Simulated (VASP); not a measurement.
# TiO2 (P1) in VASP: further runs

Runs on TiO2. Level: PBE. Tasks: single point.

Program: VASP 6.6.1. These are calculated values, not measurements. Logs are shortened: lines on timing, memory, paths and dates and some standing lists are left out, and cuts for length are marked.

### Step 1. The cell of the first run

The typed cell holds 6 atoms: a = 5.432 Å, b = 5.428 Å, c = 5.412 Å, α = 139.24°, β = 139.37°, γ = 59.01°.

### Step 2. Single point, PBE, collinear spin, zero start

INCAR reads:

```
SYSTEM = TiO2
PREC = Accurate
ENCUT = 520
EDIFF = 1E-6
ISMEAR = -1
SIGMA = 0.1
LREAL = .FALSE.
LASPH = .TRUE.
NELM = 150
ALGO = Normal
ISIF = 2
LWAVE = .FALSE.
LCHARG = .FALSE.
ISPIN = 2
MAGMOM = 0 0 0 0 0 0
LORBIT = 11
LMAXMIX = 4
GGA = PE
NBANDS = 37
```

KPOINTS reads:

```
Automatic mesh
0
Gamma
  5 5 7
  0 0 0.5
```

POSCAR reads:

```
TiO2
1.0
   -1.8880423600      1.8965676700      4.7268329700
    1.8986158700     -1.8800689500      4.7244778400
    1.8758979400      1.8679245200     -4.7202751200
Ti O
2 4
Direct
    0.0036193000      0.9856558000      0.0018699700
    0.7637188900      0.2252194600      0.4891314700
    0.1812893700      0.1789773400      0.0064504900
    0.9341804700      0.4382012100      0.5156036800
    0.5806283700      0.0853934500      0.5118306700
    0.8486337400      0.8046004300      0.0158507500
```

Potentials or basis: VASP PAW PBE potentials, release 64 (Ti_sv, O).

Launch:

```
$ cat potpaw_PBE.64/Ti_sv/POTCAR potpaw_PBE.64/O/POTCAR > POTCAR
$ mpirun -np 1 vasp_std > vasp.out
```

OUTCAR:

```text
SYSTEM = TiO2
   PREC = Accurate
   ENCUT = 520
   EDIFF = 1E-6
   ISMEAR = -1
   LREAL = .FALSE.
   LASPH = .TRUE.
   NELM = 150
   ISIF = 2
   ISPIN = 2
   LORBIT = 11
   GGA = PE

 ion  position               nearest neighbor table
   1  0.004  0.986  0.002-   6 1.66   3 1.73   4 1.92   5 2.02   4 2.05   5 2.06
   2  0.764  0.225  0.489-   5 1.64   4 1.69   6 1.96   3 1.97   6 2.04   3 2.04
   3  0.181  0.179  0.006-   1 1.73   2 1.97   2 2.04
   4  0.934  0.438  0.516-   2 1.69   1 1.92   1 2.05
   5  0.581  0.085  0.512-   2 1.64   1 2.02   1 2.06
   6  0.849  0.805  0.016-   1 1.66   2 1.96   2 2.04

  LATTYP: Found a triclinic cell.
 ALAT       =     3.7745356869
 B/A-ratio  =     1.4168795141
 C/A-ratio  =     1.4387735201
 COS(alpha) =     0.0005336305
 COS(beta)  =     0.3472230994
 COS(gamma) =     0.7103105095

  Lattice vectors:

 A1 = (  -3.7745138100,   0.0121444300,  -0.0042027200)
 A2 = (  -3.7866582300,   3.7766366200,   0.0023551300)
 A3 = (  -1.8864714500,  -1.8844232400,  -4.7310356900)

Analysis of symmetry for initial positions (statically):
=====================================================================
 Subroutine PRICEL returns:
 Original cell was already a primitive cell.

 Routine SETGRP: Setting up the symmetry group for a
 triclinic supercell.

 Subroutine GETGRP returns: Found  1 space group operations
 (whereof  1 operations were pure point group operations)
 out of a pool of  2 trial point group operations.

The static configuration has the point symmetry C_1 .

Analysis of symmetry for dynamics (positions and initial velocities):
=====================================================================
 Subroutine PRICEL returns:
 Original cell was already a primitive cell.

 Routine SETGRP: Setting up the symmetry group for a
 triclinic supercell.

 Subroutine GETGRP returns: Found  1 space group operations
 (whereof  1 operations were pure point group operations)
 out of a pool of  2 trial point group operations.

The dynamic configuration has the point symmetry C_1 .

Analysis of structural, dynamic, and magnetic symmetry:
=====================================================================
 Subroutine PRICEL returns:
 Original cell was already a primitive cell.

 Routine SETGRP: Setting up the symmetry group for a
 triclinic supercell.

 Subroutine GETGRP returns: Found  1 space group operations
 (whereof  1 operations were pure point group operations)
 out of a pool of  2 trial point group operations.

The overall configuration has the point symmetry C_1 .

 Subroutine INISYM returns: Found  1 space group operations
 (whereof  1 operations are pure point group operations),
 and found     1 'primitive' translations

----------------------------------------------------------------------------------------

                                     Primitive cell

  volume of cell :      67.1465

  direct lattice vectors                    reciprocal lattice vectors
    -1.888042360  1.896567670  4.726832970     0.000736818  0.265458948  0.105341206
     1.898615870 -1.880068950  4.724477840     0.264819464  0.000670522  0.105507996
     1.875897940  1.867924520 -4.720275120     0.265793088  0.266498867 -0.000762567

  length of vectors
     5.431815793  5.427715204  5.411943487     0.285597209  0.285064440  0.376388354

  position of ions in fractional coordinates (direct lattice)
     0.003619300  0.985655800  0.001869970
     0.763718890  0.225219460  0.489131470
     0.181289370  0.178977340  0.006450490
     0.934180470  0.438201210  0.515603680
     0.580628370  0.085393450  0.511830670
     0.848633740  0.804600430  0.015850750

  ion indices of the primitive-cell ions
   primitive index   ion index
                 1           1
                 2           2
                 3           3
                 4           4
                 5           5
                 6           6

----------------------------------------------------------------------------------------

 KPOINTS: Automatic mesh
[... 29 lines left out ...]
 -0.200000 -0.000000  0.071429      2.000000
 -0.000000  0.200000  0.071429      2.000000
[... 16 lines left out ...]
  0.400000 -0.200000  0.071429      2.000000
 -0.400000 -0.200000  0.071429      2.000000
 [... further k-points ...]
   k-points           NKPTS =     88   k-points in BZ     NKDIM =     88   number of bands    NBANDS=     37
   number of dos      NEDOS =    301   number of ions     NIONS =      6
   total plane-waves  NPLWV =  64000
   dimension x,y,z NGX =    40 NGY =   40 NGZ =   40
   dimension x,y,z NGXF=    80 NGYF=   80 NGZF=   80
   ions per type =               2   4
   NGX,Y,Z   is equivalent  to a cutoff of  12.24, 12.25, 12.29 a.u.
   NGXF,Y,Z  is equivalent  to a cutoff of  24.48, 24.50, 24.57 a.u.
 SYSTEM =  TiO2
   PREC   = accura    normal or accurate (medium, high low for compatibility)
   ISTART =      0    job   : 0-new  1-cont  2-samecut
   ICHARG =      2    charge: 1-file 2-atom 10-const
   ISPIN  =      2    spin polarized calculation?
   LNONCOLLINEAR =      F non collinear calculations
   LSORBIT =      F    spin-orbit coupling
   LASPH  =      T    aspherical Exc in radial PAW
   ENCUT  =  520.0 eV  38.22 Ry    6.18 a.u.  10.10 10.09 10.06*2*pi/ulx,y,z
   NELM   =    150;   NELMIN=  2; NELMDL= -5     # of ELM steps
   EDIFF  = 0.1E-05   stopping-criterion for ELM
   LREAL  =      F    real-space projection
   EDIFFG = 0.1E-04   stopping-criterion for IOM
   NSW    =      0    number of steps for IOM
   IBRION =     -1    ionic relax: 0-MD 1-quasi-New 2-CG
   NFREE  =      0    steps in history (QN), initial steepest desc. (CG)
   ISIF   =      2    stress and relaxation
   ISYM   =      2    0-nonsym 1-usesym 2-fastsym
   POTIM  = 0.5000    time-step for ionic-motion
   TEBEG  =    0.0;   TEEND  =   0.0 temperature during run
   PSTRESS=    0.0 pullay stress
   NELECT =      48.0000    total number of electrons
   NUPDOWN=      -1.0000    fix difference up-down
   EMIN   =  10.00;   EMAX   =-10.00  energy-range for DOS
   EFERMI =   0.00;   METHOD = LEGACY
   ISMEAR =    -1;   SIGMA  =   0.10  broadening in eV -4-tet -1-fermi 0-gaus
   EFERMI_NEDOS =   21; number of points for ismear=-14 and -15
   IALGO  =     38    algorithm
   IMIX   =      4    mixing-type and parameters
     AMIX     =   0.40;   BMIX     =  1.00
     AMIX_MAG =   1.60;   BMIX_MAG =  1.00
  volume/ion in A,a.u.               =      11.19        75.52
  Fermi-wavevector in a.u.,A,eV,Ry     =   1.463797  2.766175 29.153229  2.142702
  Thomas-Fermi vector in A             =   2.579849
   LORBIT       =     11    0 simple, 1 ext, 2 COOP (PROOUT), +10 PAW based schemes
   GGA     = PE    functional components
   LHFCALC =     F    Hartree Fock is set to
   AEXX    =    0.0000 exact exchange contribution
   IVDW    =     0    specifies the selected vdW correction
   LEPSILON=     F    determine dielectric tensor
   LRPA    =     F    only Hartree local field effects (RPA)
 spin polarized calculation
  energy-cutoff  :      520.00
  volume of cell :       67.15
 maximum number of plane-waves:      1823
   NGX = 21   NGY = 21   NGZ = 21

 number of electron      47.9999995 magnetization       0.0000000

 number of electron      47.9999995 magnetization      -0.0000000

 Free energy of the ion-electron system (eV)
  ---------------------------------------------------
  ext. energy  EPLUGINS =         0.00000000
  ---------------------------------------------------
  free energy    TOTEN  =       -48.61764452 eV

  energy without entropy =      -48.61758416  energy(sigma->0) =      -48.61761434

 E-fermi :   5.5219     XC(G=0): -10.6056

 val. band max:        4.6552578780   @ k =  -0.4000  -0.4000   0.3571
 cond. band min:       6.2867622871   @ k =  -0.2000  -0.2000   0.2143
 fundamental gap:      1.6315044091
 Fermi energy:         5.5218659315

 spin component 1

 k-point     1 :      -0.0000    0.0000    0.0714
  band No.  band energies     occupation
      1     -52.2440      1.00000
      2     -52.0256      1.00000
      3     -29.3695      1.00000
      4     -28.7311      1.00000
      5     -28.4886      1.00000
      6     -28.4390      1.00000
[... 925 lines left out ...]
     35      13.4649      0.00000
     36      14.7741      0.00000

 [... further k-points ...]

 spin component 2

 k-point     1 :      -0.0000    0.0000    0.0714
  band No.  band energies     occupation
      1     -52.2440      1.00000
      2     -52.0256      1.00000
      3     -29.3695      1.00000
      4     -28.7311      1.00000
      5     -28.4886      1.00000
      6     -28.4390      1.00000
[... 925 lines left out ...]
     35      13.4649      0.00000
     36      14.7741      0.00000

 [... further k-points ...]

 [bands above 36 left out]

------------------------ aborting loop because EDIFF is reached ----------------------------------------

  FORCE on cell =-STRESS in cart. coord.  units (eV):
  Direction    XX          YY          ZZ          XY          YZ          ZX
  --------------------------------------------------------------------------------------
  -------------------------------------------------------------------------------------
  Total        8.4662114      6.5001012     52.4584385      0.1111275     -0.9583552     -1.3133480
  in kB      202.0117352    155.0985037   1251.7074806      2.6516065    -22.8672534    -31.3377126
  external PRESSURE =     536.2725732 kB  Pullay stress =       0.0000000 kB

 VOLUME and BASIS-vectors are now :
 -----------------------------------------------------------------------------
  energy-cutoff  :      520.00
  volume of cell :       67.15
      direct lattice vectors                 reciprocal lattice vectors
    -1.888042360  1.896567670  4.726832970     0.000736818  0.265458948  0.105341206
     1.898615870 -1.880068950  4.724477840     0.264819464  0.000670522  0.105507996
     1.875897940  1.867924520 -4.720275120     0.265793088  0.266498867 -0.000762567

 POSITION                                       TOTAL-FORCE (eV/Angst)
 -----------------------------------------------------------------------------------
      1.86806     -1.84274      4.66499         0.474172     -0.452214      3.316473
     -0.09677      1.93868      2.36518        -1.336863      0.443250      1.161899
      0.00963      0.01939      1.67205        -0.139795      0.184079      8.863713
      0.03542      1.91100      4.05220        -1.198725     -0.552253      9.704179
      0.02602      1.89672      0.73199         0.845652     -0.109841    -12.617533
     -0.04489      0.12640      7.73785         1.355558      0.486979    -10.428731
 -----------------------------------------------------------------------------------
    total drift:                                0.000067      0.000085     -0.000300

  FREE ENERGIE OF THE ION-ELECTRON SYSTEM (eV)
  ---------------------------------------------------
  free  energy   TOTEN  =       -48.6176445157 eV

  energy  without entropy=      -48.6175841551  energy(sigma->0) =      -48.61761434

 total charge

# of ion       s       p       d       tot
------------------------------------------
    1        2.260   6.429   1.994  10.683
    2        2.273   6.459   2.056  10.788
    3        1.589   3.564   0.000   5.153
    4        1.591   3.591   0.000   5.182
    5        1.596   3.583   0.000   5.179
    6        1.594   3.598   0.000   5.192
--------------------------------------------------
tot         10.903  27.224   4.050  42.176

 magnetization (x)

# of ion       s       p       d       tot
------------------------------------------
    1       -0.000   0.000  -0.000  -0.000
    2       -0.000  -0.000  -0.000  -0.000
    3        0.000   0.000   0.000   0.000
    4       -0.000   0.000   0.000   0.000
    5        0.000   0.000   0.000   0.000
    6       -0.000  -0.000   0.000  -0.000
--------------------------------------------------
tot         -0.000   0.000  -0.000  -0.000
```

Run time: 8.3 min. Hardware: 1 thread of Intel Xeon Platinum 8488C (Sapphire Rapids), shared host; peak memory 0.49 GiB.

What came out:

* Free energy: -48.6176 eV
* Pressure: 53.6 GPa
* Largest force: 12.646 eV/Å
* Band gap on the k mesh: 1.63 eV (least direct gap 1.66 eV)
* Net moment: 0.00 μB per cell
* Valence electrons inside the program's atomic spheres: Ti 10.68, 10.79; O 5.15, 5.18, 5.19 (each value once)

Forces on the atoms (eV/Å):
```
Ti    0.474  -0.452   3.316
Ti   -1.337   0.443   1.162
O    -0.140   0.184   8.864
O    -1.199  -0.552   9.704
O     0.846  -0.110 -12.618
O     1.356   0.487 -10.429
```

Caveat: the cell stands under pressure; a shifted mesh leaves out Γ, where band edges can lie; forces of over 1 eV/Å act on the atoms, so gaps and moduli don't describe the material at rest. A k mesh can miss the band edges.

### Step 3. Single point, PBE, collinear spin, zero start

INCAR reads:

```
SYSTEM = TiO2
ALGO     = Normal         ! electronic algorithm
EDIFF    = 1E-7           ! SCF threshold, eV
ENCUT    = 520            ! plane-wave cutoff, eV
GGA      = PE             ! functional
ISIF     = 2              ! what is computed and relaxed
ISMEAR   = 1              ! smearing method
ISPIN    = 2              ! spin polarisation
LASPH    = .TRUE.         ! aspherical terms in the spheres
LCHARG   = .TRUE.         ! write CHGCAR
LELF     = .TRUE.         ! ELF
LMAXMIX  = 4              ! l up to which the mixer works
LORBIT   = 11             ! projections on sites
LREAL    = .FALSE.        ! projectors in reciprocal space
LVHAR    = .TRUE.       
LWAVE    = .FALSE.        ! write WAVECAR
MAGMOM   = 0 0 0 0 0 0    ! initial moments
NBANDS   = 37             ! bands
NELM     = 150            ! most SCF steps
PREC     = Accurate       ! precision mode
SIGMA    = 0.01           ! smearing width, eV
```

KPOINTS reads:

```
Automatic mesh
0
Gamma
  5 5 7
  0.5 0.5 0.5
```

POSCAR is that of step 2.

Potentials or basis: VASP PAW PBE potentials, release 64 (Ti_sv, O).

Launch:

```
$ cat potpaw_PBE.64/Ti_sv/POTCAR potpaw_PBE.64/O/POTCAR > POTCAR
$ mpirun -np 1 vasp_std > vasp.out
```

Wall time 8.5 min (1 thread of Intel Xeon Platinum 8488C (Sapphire Rapids), shared host); peak memory 0.49 GiB.

It converged, with:

```yaml
Free_energy: -48.6176 eV
Pressure: 53.6 GPa
Largest_force: 12.647 eV/Å
Band_gap_on_the_k_mesh: 1.52 eV (least direct gap 1.70 eV)
Net_moment: 0.00 μB per cell
Valence_electrons_inside_the_program's_atomic_spheres: Ti 10.68, 10.79; O 5.15, 5.18, 5.19 (each value once)
```

Forces in eV/Å, atoms in the order of the input:
```
Ti    0.474  -0.452   3.317
Ti   -1.337   0.443   1.162
O    -0.140   0.184   8.864
O    -1.199  -0.552   9.704
O     0.846  -0.110 -12.618
O     1.356   0.487 -10.429
```

Stress tensor (GPa, compression positive):
```
 20.20   0.27  -3.13
  0.27  15.51  -2.29
 -3.13  -2.29 125.17
```

Levels at points of the mesh, in eV from the valence-band top:
Spin up:
| k point | band 22 | band 23 | band 24 | band 25 | band 26 | band 27 |
| --- | --- | --- | --- | --- | --- | --- |
| (0.50, 0.50, 0.50) | -1.74 | -0.55 | 0.00 | 1.77 | 2.00 | 3.27 |
Spin down:
```csv
k point,band 21,band 22,band 23,band 24,band 25,band 26,band 27,band 28
"(0.50, 0.50, 0.50)",-2.22,-1.74,-0.55,0.00,1.77,2.00,3.27,3.38
```

Caveat: the cell stands under pressure; a shifted mesh leaves out Γ, where band edges can lie; forces of over 1 eV/Å act on the atoms, so gaps and moduli don't describe the material at rest. A k mesh can miss the band edges.
